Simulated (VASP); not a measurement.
A run of VASP 6.6.1:

POSCAR

```
PtSe2
1.0
    3.7240000000      0.0000000000      0.0000000000
   -1.8620000000      3.2250786037      0.0000000000
    0.0000000000      0.0000000000      5.0620000000
Pt Se
1 2
Direct
    0.0000000000      0.0000000000      0.0000000000
    0.6666666667      0.3333333333      0.7500000000
    0.3333333333      0.6666666667      0.2500000000
```

The input INCAR.step1:

```
SYSTEM = PtSe2
PREC = Accurate ; ENCUT = 520
ISMEAR = -1 ; SIGMA = 0.1
LREAL = .False. ; LASPH = .True.
NELM = 150 ; LMAXMIX = 4
LDAU = .True. ; LDAUTYPE = 2
LDAUL = 2 -1 ; LDAUU = 3 0
LDAUJ = 0 0 ; NBANDS = 18
GGA = PE ; ALGO = Normal
EDIFF = 1E-4 ; LWAVE = .True.
LCHARG = .False.
```

The input INCAR.step2:

```
SYSTEM = PtSe2
PREC = Accurate ; ENCUT = 520
EDIFF = 1E-7 ; ISMEAR = -1
SIGMA = 0.1 ; LREAL = .False.
LASPH = .True. ; NELM = 150
ALGO = Normal ; ISIF = 2
LWAVE = .False. ; LCHARG = .True.
LMAXMIX = 4 ; LDAU = .True.
LDAUTYPE = 2 ; LDAUL = 2 -1
LDAUU = 3 0 ; LDAUJ = 0 0
LDAUPRINT = 1 ; METAGGA = R2SCAN
LMIXTAU = .True. ; LELF = .True.
LVHAR = .True. ; NBANDS = 18
ISTART = 1
```

Contents of KPOINTS:

```
Automatic mesh
0
Gamma
  13 13 9
  0 0 0
```

Potentials or basis: VASP PAW PBE potentials, release 64 (Pt, Se).

The run is started by

```bash
$ cat potpaw_PBE.64/Pt/POTCAR potpaw_PBE.64/Se/POTCAR > POTCAR
$ cp INCAR.step1 INCAR
$ mpirun -np 1 vasp_std > vasp.out
$ cp INCAR.step2 INCAR
$ mpirun -np 1 vasp_std > vasp.out
```

Hardware: 1 thread of Intel Xeon 6975P-C, with other jobs on the host.

Question: How long does it take, and how much memory?

Answer: Wall time 10 min on 1 thread of Intel Xeon 6975P-C, on a shared host, peak memory 0.31 GiB. Counts: k points 161.
